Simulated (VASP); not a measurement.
# TaN (P6/mmm) in VASP: settings compared

TaN is run at these levels: PBE+D4, PBE, PBE+D3(BJ); tasks: single point, relaxation of cell and atoms.

Everything below comes from runs of VASP 6.6.1. Logs are shortened: lines on timing, memory, paths and dates and some standing lists are left out, and cuts for length are marked.

**1. The cell of the first run**

Symmetry: P6/mmm, No. 191, hexagonal system. Conventional cell: a = 5.222 Å, b = 5.222 Å, c = 2.921 Å, α = 90.00°, β = 90.00°, γ = 120.00°. Ta (site symmetry 6/mmm) has 6 N at 2.61 Å and 14 Ta at 2.92 to 3.35 Å within 3.4 Å. Within 2.8 Å of Ta (site symmetry -6m2) lie 6 N at 2.10 Å. N (site symmetry mmm) has 6 Ta at 2.10 to 2.61 Å and 4 N at 2.61 Å within 2.8 Å.

**2. Single point, PBE+D4**

Contents of INCAR:

```
  PREC = Accurate
  ENCUT = 520
  EDIFF = 1E-7
  ISMEAR = -1
  SIGMA = 0.05
  LREAL = F
  LASPH = T
  NELM = 60
  ALGO = Normal
  ISIF = 2
  LWAVE = F
  LCHARG = T
  GGA = PE
  IVDW = 13
  LELF = T
  LVHAR = T
  NBANDS = 33
```

Contents of KPOINTS:

```
regular mesh
0
Gamma
  6 6 9
```

Contents of POSCAR:

```
TaN
1.0
    5.2216246734      0.0000000000      0.0000000000
   -2.6108123367      4.5220596162      0.0000000000
    0.0000000000      0.0000000000      2.9209813512
Ta N
3 3
Direct
    0.0000000000      0.0000000000      0.0000000000
    0.3333333333      0.6666666667      0.5000000000
    0.6666666667      0.3333333333      0.5000000000
    0.5000000000      0.0000000000      0.0000000000
    0.5000000000      0.5000000000      0.0000000000
    0.0000000000      0.5000000000      0.0000000000
```

Potentials or basis: VASP PAW PBE potentials, release 64 (Ta_pv, N).

Launch:

```
$ cat potpaw_PBE.64/Ta_pv/POTCAR potpaw_PBE.64/N/POTCAR > POTCAR
$ mpirun -np 1 vasp_std > vasp.out
```

OUTCAR:

```text
PREC = Accurate
   ENCUT = 520
   EDIFF = 1E-7
   ISMEAR = -1
   LREAL = F
   LASPH = T
   NELM = 60
   ISIF = 2
   GGA = PE
   IVDW = 13

 ion  position               nearest neighbor table
   1  0.000  0.000  0.000-   4 2.61   4 2.61   6 2.61   6 2.61   5 2.61   5 2.61   3 3.35   3 3.35
                             2 3.35   2 3.35   2 3.35   3 3.35   2 3.35   3 3.35   2 3.35   3 3.35
   2  0.333  0.667  0.500-   6 2.10   6 2.10   4 2.10   4 2.10   5 2.10   5 2.10   3 3.01   3 3.01
                             3 3.01   1 3.35   1 3.35   1 3.35   1 3.35   1 3.35   1 3.35
   3  0.667  0.333  0.500-   6 2.10   6 2.10   4 2.10   4 2.10   5 2.10   5 2.10   2 3.01   2 3.01
                             2 3.01   1 3.35   1 3.35   1 3.35   1 3.35   1 3.35   1 3.35
   4  0.500  0.000  0.000-   2 2.10   3 2.10   2 2.10   3 2.10   1 2.61   1 2.61
   5  0.500  0.500  0.000-   2 2.10   3 2.10   2 2.10   3 2.10   1 2.61   1 2.61
   6  0.000  0.500  0.000-   2 2.10   3 2.10   2 2.10   3 2.10   1 2.61   1 2.61

  LATTYP: Found a hexagonal cell.
 ALAT       =     5.2216246734
 C/A-ratio  =     0.5594008635

  Lattice vectors:

 A1 = (   5.2216246734,   0.0000000000,   0.0000000000)
 A2 = (  -2.6108123367,   4.5220596162,   0.0000000000)
 A3 = (   0.0000000000,   0.0000000000,   2.9209813512)

Analysis of symmetry for initial positions (statically):
=====================================================================
 Subroutine PRICEL returns:
 Original cell was already a primitive cell.

 Routine SETGRP: Setting up the symmetry group for a
 hexagonal supercell.

 Subroutine GETGRP returns: Found 24 space group operations
 (whereof 24 operations were pure point group operations)
 out of a pool of 24 trial point group operations.

The static configuration has the point symmetry D_6h.

Analysis of symmetry for dynamics (positions and initial velocities):
=====================================================================
 Subroutine PRICEL returns:
 Original cell was already a primitive cell.

 Routine SETGRP: Setting up the symmetry group for a
 hexagonal supercell.

 Subroutine GETGRP returns: Found 24 space group operations
 (whereof 24 operations were pure point group operations)
 out of a pool of 24 trial point group operations.

The dynamic configuration has the point symmetry D_6h.

 Subroutine INISYM returns: Found 24 space group operations
 (whereof 24 operations are pure point group operations),
 and found     1 'primitive' translations

----------------------------------------------------------------------------------------

                                     Primitive cell

  volume of cell :      68.9717

  direct lattice vectors                    reciprocal lattice vectors
     5.221624673  0.000000000  0.000000000     0.191511275  0.110569086  0.000000000
    -2.610812337  4.522059616  0.000000000     0.000000000  0.221138173  0.000000000
     0.000000000  0.000000000  2.920981351     0.000000000  0.000000000  0.342350696

  length of vectors
     5.221624673  5.221624673  2.920981351     0.221138173  0.221138173  0.342350696

  position of ions in fractional coordinates (direct lattice)
     0.000000000  0.000000000  0.000000000
     0.333333333  0.666666667  0.500000000
     0.666666667  0.333333333  0.500000000
     0.500000000  0.000000000  0.000000000
     0.500000000  0.500000000  0.000000000
     0.000000000  0.500000000  0.000000000

  ion indices of the primitive-cell ions
   primitive index   ion index
                 1           1
                 2           2
                 3           3
                 4           4
                 5           5
                 6           6

----------------------------------------------------------------------------------------

 KPOINTS: regular mesh

Automatic generation of k-mesh.
 Grid dimensions read from file:
 generate k-points for:    6    6    9

 Generating k-lattice:

  Cartesian coordinates                     Fractional coordinates (reciprocal lattice)
     0.031918546  0.018428181  0.000000000     0.166666667 -0.000000000  0.000000000
     0.000000000  0.036856362  0.000000000     0.000000000  0.166666667  0.000000000
     0.000000000  0.000000000  0.038038966     0.000000000  0.000000000  0.111111111

  Length of vectors
     0.036856362  0.036856362  0.038038966

  Shift w.r.t. Gamma in fractional coordinates (k-lattice)
     0.000000000  0.000000000  0.000000000

 Subroutine IBZKPT returns following result:
 ===========================================

 Found     35 irreducible k-points:

 Following reciprocal coordinates:
            Coordinates               Weight
  0.000000  0.000000  0.000000      1.000000
  0.166667 -0.000000  0.000000      6.000000
  0.333333 -0.000000  0.000000      6.000000
  0.500000 -0.000000  0.000000      3.000000
  0.166667  0.166667  0.000000      6.000000
  0.333333  0.166667  0.000000     12.000000
[... 16 lines left out ...]
  0.166667 -0.000000  0.333333     12.000000
  0.333333 -0.000000  0.333333     12.000000
 [... further k-points ...]
   k-points           NKPTS =     35   k-points in BZ     NKDIM =     35   number of bands    NBANDS=     33
   number of dos      NEDOS =    301   number of ions     NIONS =      6
   total plane-waves  NPLWV =  38400
   dimension x,y,z NGX =    40 NGY =   40 NGZ =   24
   dimension x,y,z NGXF=    80 NGYF=   80 NGZF=   48
   ions per type =               3   3
   NGX,Y,Z   is equivalent  to a cutoff of  12.74, 12.74, 13.66 a.u.
   NGXF,Y,Z  is equivalent  to a cutoff of  25.47, 25.47, 27.32 a.u.
 SYSTEM =  unknown system
   PREC   = accura    normal or accurate (medium, high low for compatibility)
   ISTART =      0    job   : 0-new  1-cont  2-samecut
   ICHARG =      2    charge: 1-file 2-atom 10-const
   ISPIN  =      1    spin polarized calculation?
   LNONCOLLINEAR =      F non collinear calculations
   LSORBIT =      F    spin-orbit coupling
   LASPH  =      T    aspherical Exc in radial PAW
   ENCUT  =  520.0 eV  38.22 Ry    6.18 a.u.   9.71  9.71  5.43*2*pi/ulx,y,z
   NELM   =     60;   NELMIN=  2; NELMDL= -5     # of ELM steps
   EDIFF  = 0.1E-06   stopping-criterion for ELM
   LREAL  =      F    real-space projection
   EDIFFG = 0.1E-05   stopping-criterion for IOM
   NSW    =      0    number of steps for IOM
   IBRION =     -1    ionic relax: 0-MD 1-quasi-New 2-CG
   NFREE  =      0    steps in history (QN), initial steepest desc. (CG)
   ISIF   =      2    stress and relaxation
   ISYM   =      2    0-nonsym 1-usesym 2-fastsym
   POTIM  = 0.5000    time-step for ionic-motion
   TEBEG  =    0.0;   TEEND  =   0.0 temperature during run
   PSTRESS=    0.0 pullay stress
   NELECT =      48.0000    total number of electrons
   NUPDOWN=      -1.0000    fix difference up-down
   EMIN   =  10.00;   EMAX   =-10.00  energy-range for DOS
   EFERMI =   0.00;   METHOD = LEGACY
   ISMEAR =    -1;   SIGMA  =   0.05  broadening in eV -4-tet -1-fermi 0-gaus
   EFERMI_NEDOS =   21; number of points for ismear=-14 and -15
   IALGO  =     38    algorithm
   IMIX   =      4    mixing-type and parameters
     AMIX     =   0.40;   BMIX     =  1.00
     AMIX_MAG =   1.60;   BMIX_MAG =  1.00
  volume/ion in A,a.u.               =      11.50        77.57
  Fermi-wavevector in a.u.,A,eV,Ry     =   1.450769  2.741556 28.636609  2.104731
  Thomas-Fermi vector in A             =   2.568343
   LORBIT       =      0    0 simple, 1 ext, 2 COOP (PROOUT), +10 PAW based schemes
   GGA     = PE    functional components
   LHFCALC =     F    Hartree Fock is set to
   AEXX    =    0.0000 exact exchange contribution
   IVDW    =    13    specifies the selected vdW correction
   LEPSILON=     F    determine dielectric tensor
   LRPA    =     F    only Hartree local field effects (RPA)
 non-spin polarized calculation
  energy-cutoff  :      520.00
  volume of cell :       68.97
 maximum number of plane-waves:      1895
 NGX is ok and might be reduce to    40
   NGX = 19   NGY = 19   NGZ = 11

 number of electron      48.0000001 magnetization

 Free energy of the ion-electron system (eV)
  ---------------------------------------------------
  ext. energy  EPLUGINS =         0.00000000
  ---------------------------------------------------
  free energy    TOTEN  =       -64.77410503 eV

  energy without entropy =      -64.76853598  energy(sigma->0) =      -64.77132051

 E-fermi :   7.8736     XC(G=0): -12.9563

 val. band max:        7.8594670771   @ k =   0.1667  -0.0000   0.2222
 cond. band min:       7.8856410465   @ k =   0.0000   0.0000   0.2222
 fundamental gap:      0.0261739694
 Fermi energy:         7.8736385873

 k-point     1 :       0.0000    0.0000    0.0000
  band No.  band energies     occupation
      1     -28.1984      2.00000
      2     -28.1984      2.00000
      3     -27.8279      2.00000
      4     -27.8279      2.00000
      5     -27.6115      2.00000
      6     -27.5016      2.00000
[... 25 lines left out ...]
     32      11.2242      0.00000
     33      11.2242      0.00000

 k-point     2 :       0.1667   -0.0000    0.0000
  band No.  band energies     occupation
      1     -28.2167      2.00000
      2     -28.1867      2.00000
      3     -27.8157      2.00000
      4     -27.8031      2.00000
      5     -27.6039      2.00000
      6     -27.5286      2.00000
[... 25 lines left out ...]
     32      11.3253      0.00000
     33      11.5512      0.00000
[... 754 lines left out ...]
     32      11.4057      0.00000
     33      11.8197      0.00000

 k-point    24 :       0.3333   -0.0000    0.3333
  band No.  band energies     occupation
      1     -28.2569      2.00000
      2     -28.1364      2.00000
      3     -28.1139      2.00000
      4     -28.0207      2.00000
      5     -27.7605      2.00000
      6     -27.6678      2.00000
[... 25 lines left out ...]
     32      11.6590      0.00000
     33      12.2684      0.00000

 [... further k-points ...]

------------------------ aborting loop because EDIFF is reached ----------------------------------------

  DFT-D4 for vdW energy calculation

  Edisp (eV):   -1.77116

  FORCE on cell =-STRESS in cart. coord.  units (eV):
  Direction    XX          YY          ZZ          XY          YZ          ZX
  --------------------------------------------------------------------------------------
  -------------------------------------------------------------------------------------
  Total       0.28605     0.28605     0.41299     0.00000     0.00000     0.00000
  in kB       6.64490     6.64490     9.59358     0.00000     0.00000     0.00000
  external pressure =        7.63 kB  Pullay stress =        0.00 kB

 VOLUME and BASIS-vectors are now :
 -----------------------------------------------------------------------------
  energy-cutoff  :      520.00
  volume of cell :       68.97
      direct lattice vectors                 reciprocal lattice vectors
     5.221624673  0.000000000  0.000000000     0.191511275  0.110569086  0.000000000
    -2.610812337  4.522059616  0.000000000     0.000000000  0.221138173  0.000000000
     0.000000000  0.000000000  2.920981351     0.000000000  0.000000000  0.342350696

 POSITION                                       TOTAL-FORCE (eV/Angst)
 -----------------------------------------------------------------------------------
      0.00000      0.00000      0.00000        -0.000000      0.000000      0.000000
     -0.00000      3.01471      1.46049        -0.000000      0.000000     -0.000000
      2.61081      1.50735      1.46049         0.000000     -0.000000      0.000000
      2.61081      0.00000      0.00000        -0.000000      0.000000      0.000000
      1.30541      2.26103      0.00000        -0.000000      0.000000      0.000000
     -1.30541      2.26103      0.00000        -0.000000      0.000000      0.000000
 -----------------------------------------------------------------------------------
    total drift:                               -0.000000      0.000000     -0.000000

  FREE ENERGIE OF THE ION-ELECTRON SYSTEM (eV)
  ---------------------------------------------------
  free  energy   TOTEN  =       -66.5452655622 eV

  energy  without entropy=      -66.5396965128  energy(sigma->0) =      -66.54248104
```

Run time: 55 s. Hardware: 1 thread of Intel Xeon 6975P-C (Granite Rapids), shared host; peak memory 0.21 GiB.

What came out:

```yaml
Free_energy: -66.5453 eV
Pressure: 0.8 GPa
Band_gap_on_the_k_mesh: zero (bands 24 and 25 overlap by 2.01 eV)
Dispersion_energy_per_atom: -0.295 eV
```

Levels at points of the mesh, in eV from the Fermi level:
```csv
k point,band 20,band 21,band 22,band 23,band 24,band 25,band 26,band 27,band 28,band 29
"(0.00, 0.00, 0.00)",-2.86,-2.86,-2.32,-1.88,-1.06,-1.06,0.98,0.98,1.34,2.26
"(0.50, 0.00, 0.00)",-4.41,-3.21,-2.76,-1.54,-0.54,1.46,1.95,1.97,2.38,2.55
```

Caveat: spin-orbit coupling is left out, which moves the levels of the heavy elements.

(Continued in part 2 of 2.)
